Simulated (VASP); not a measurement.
Here is a VASP 6.6.1 calculation.

File INCAR:

```
PREC = Accurate
ENCUT = 600
EDIFF = 1E-6
ISMEAR = 0
SIGMA = 0.02
LREAL = False
LASPH = True
NELM = 120
ALGO = Normal
ISIF = 2
LWAVE = False
LCHARG = False
NBANDS = 11
GGA_COMPAT = False
```

The input KPOINTS:

```
regular mesh
0
Gamma
  10 10 10
```

File POSCAR:

```
AlN
1.0
    0.0000000000      2.0290248014      2.0290248014
    2.0290248014      0.0000000000      2.0290248014
    2.0290248014      2.0290248014      0.0000000000
Al N
1 1
Direct
    0.5000000000      0.5000000000      0.5000000000
    0.0000000000      0.0000000000      0.0000000000
```

Potentials or basis: VASP PAW LDA potentials, release 64 (Al, N).

Launch:

```bash
$ cat potpaw_LDA.64/Al/POTCAR potpaw_LDA.64/N/POTCAR > POTCAR
$ mpirun -np 1 vasp_std > vasp.out
```

Problem. Predict the pressure.

Solution. -8.6 GPa.

Problem. What does it give for the band gap on the k mesh?

Solution. 4.36 eV, indirect (least direct gap 5.61 eV).

Caveat: the cell differs from its parent crystal (functional LDA, strained). A k mesh can miss the band edges.
